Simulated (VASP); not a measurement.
Crystal: Li.

```
Li
1.0
    -1.75465    1.75465    1.75465
     1.75465   -1.75465    1.75465
     1.75465    1.75465   -1.75465
Li
1
Direct
  0.00000 0.00000 0.00000
```

```yaml
Program: VASP 6.6.1
Task: relaxation of volume and atoms at fixed shape
Functional: PBEsol
Potentials_or_basis: VASP PAW PBE potentials, release 64 (Li_sv)
Cutoff: 750 eV
k_mesh: 10 × 10 × 10
Occupations: fermi-dirac, width 0.1 eV
Spin: no spin polarisation
```

At the start: pressure -0.9 GPa; volume 21.61 Å³/atom.

Q: How do energy, volume and symmetry change on relaxing?

A: Over 3 steps the energy falls by 4.1 meV/atom and the volume is 20.17 Å³/atom (-6.7 %); space group Im-3m (No. 229, to 0.1 Å) before and after.

Step by step:
```tsv
step	energy change (eV)	largest force (eV/Å)	pressure (GPa)	volume (Å³)
1	0.0000	0.0000	-0.87	21.61
2	-0.0018	0.0000	-0.67	21.24
3	-0.0041	0.0000	0.01	20.17
```

Final structure:
```cif
data_structure
_symmetry_space_group_name_H-M 'P 1'
_symmetry_Int_Tables_number 1
_cell_length_a 2.9700
_cell_length_b 2.9700
_cell_length_c 2.9700
_cell_angle_alpha 109.471
_cell_angle_beta 109.471
_cell_angle_gamma 109.471
_cell_volume 20.17
loop_
_atom_site_label
_atom_site_type_symbol
_atom_site_fract_x
_atom_site_fract_y
_atom_site_fract_z
_atom_site_occupancy
Li1 Li 0.00000 0.00000 0.00000 1
```

Caveat: the PAW data sets were made with another functional, which shifts forces and pressure a little.
